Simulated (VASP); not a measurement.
CoSn: relaxation of cell and atoms with PBE

The system is CoSn.

```xyz
6
Lattice="5.2624 0.0000 0.0000 -2.6312 4.5573 0.0000 0.0000 0.0000 4.2030" Properties=species:S:1:pos:R:3 pbc="T T T"
Co   -1.3156    2.2787    0.0000
Co    1.3156    2.2787    0.0000
Co    2.6312    0.0000    0.0000
Sn    2.6312    1.5191    2.1015
Sn    0.0000    3.0382    2.1015
Sn    0.0000    0.0000    0.0000
```

* Program: VASP 6.6.1
* Task: relaxation of cell and atoms
* Functional: PBE
* Potentials or basis: VASP PAW PBE potentials, release 64 (Co, Sn_d)
* Cutoff: 600 eV
* k mesh: 12 × 12 × 8
* Occupations: gaussian, width 0.1 eV
* Spin: no spin polarisation
* Target pressure: 2 GPa
* Dipole correction: no
* Further INCAR settings: ALGO = Fast; EDIFF = 1e-06; IBRION = 2; EDIFFG = -0.008; NSW = 70; ISIF = 3

```
Relaxed volume                                             : 16.86 Å³/atom
Relaxed cell                                               : a = 5.269 Å, b = 5.269 Å, c = 4.207 Å, α = 90.00°, β = 90.00°, γ = 120.00°
Space group after relaxing (to 0.1 Å)                      : P6/mmm (No. 191)
Energy change on relaxing (the run minimises the enthalpy) : -0.8 meV/atom
Ionic steps                                                : 3
Pressure after relaxing                                    : 2.0 GPa
Band gap on the k mesh                                     : zero (an odd number of electrons rules out a gap without spin polarisation)
```

Step by step:
| step | energy change (eV) | largest force (eV/Å) | pressure (GPa) | volume (Å³) |
| --- | --- | --- | --- | --- |
| 1 | 0.0000 | 0.0000 | 2.56 | 100.80 |
| 2 | -0.0102 | 0.0000 | 1.37 | 101.65 |
| 3 | -0.0050 | 0.0000 | 2.03 | 101.15 |

Final structure:
```
CELL_PARAMETERS angstrom
5.26873 0.00000 0.00000
-2.63436 4.56285 0.00000
0.00000 0.00000 4.20743
ATOMIC_POSITIONS crystal
Co 0.00000 0.50000 0.00000
Co 0.50000 0.50000 0.00000
Co 0.50000 0.00000 0.00000
Sn 0.66667 0.33333 0.50000
Sn 0.33333 0.66667 0.50000
Sn 0.00000 0.00000 0.00000
```

Levels at points of the mesh, in eV from the Fermi level:
| k point | band 30 | band 31 | band 32 | band 33 | band 34 | band 35 | band 36 | band 37 | band 38 | band 39 |
| --- | --- | --- | --- | --- | --- | --- | --- | --- | --- | --- |
| (0.00, 0.00, 0.00) | -0.44 | -0.42 | -0.42 | -0.39 | -0.39 | 0.53 | 0.63 | 1.39 | 1.39 | 2.97 |
| (0.50, 0.00, 0.00) | -0.93 | -0.63 | -0.41 | -0.41 | 0.74 | 1.03 | 1.70 | 1.81 | 2.54 | 3.35 |
| (0.00, 0.00, 0.50) | -0.92 | -0.92 | -0.49 | -0.48 | -0.48 | -0.38 | -0.38 | -0.13 | 0.53 | 1.28 |
| (0.50, 0.00, 0.50) | -1.19 | -0.93 | -0.68 | -0.48 | -0.42 | -0.39 | -0.12 | 0.45 | 1.28 | 4.00 |

Wall time 24 min on 1 thread of Intel Xeon 8259CL, on a shared host, peak memory 0.54 GiB.

Caveat: the cell is relaxed towards a set pressure, so the run minimises the enthalpy, not the energy; spin-orbit coupling is left out, which moves the levels of the heavy elements; the run has no spin polarisation, though such a crystal can be magnetic. Spin polarisation is off, so any magnetic state and its effect on volume and gap are missing.
